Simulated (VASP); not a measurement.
Wanted: the native input for a VASP 6.6.1 run.

```yaml
Task: single point
Functional: PBEsol
Potentials_or_basis: VASP PAW PBE potentials, release 64 (Au)
Cutoff: 500 eV
k_mesh: 13 × 13 × 13
Occupations: fermi-dirac, width 0.05 eV
Spin: no spin polarisation
Dipole_correction: no
Further_INCAR_settings: ALGO = Normal; EDIFF = 1e-06; NBANDS = 12
```

The structure of Au lies in POSCAR:

```
Au
1.0
   -1.6572690000      1.6572690000      1.6572690000
    1.6572690000     -1.6572690000      1.6572690000
    1.6572690000      1.6572690000     -1.6572690000
Au
1
Direct
    0.0000000000      0.0000000000      0.0000000000
```

The input as run:

INCAR

```
ALGO = Normal ; EDIFF = 1E-6
ENCUT = 500 ; GGA = PS
GGA_COMPAT = F ; ISIF = 2
ISMEAR = -1 ; LASPH = T
LCHARG = F ; LREAL = F
LWAVE = F ; NBANDS = 12
NELM = 120 ; PREC = Accurate
SIGMA = 0.05
```

KPOINTS

```
k-points
0
Gamma
  13 13 13
```

Potentials or basis: VASP PAW PBE potentials, release 64 (Au).

Run with:

```console
$ cat potpaw_PBE.64/Au/POTCAR > POTCAR
$ mpirun -np 1 vasp_std > vasp.out
```

It gave:

The pressure is -9.2 GPa.

Caveat: the PAW data sets were made with another functional, which shifts forces and pressure a little.

It took 8.3 s on 1 thread of Intel(R) Xeon(R) Platinum 8559C (Emerald Rapids), with other jobs on the host, peak memory 0.14 GiB.
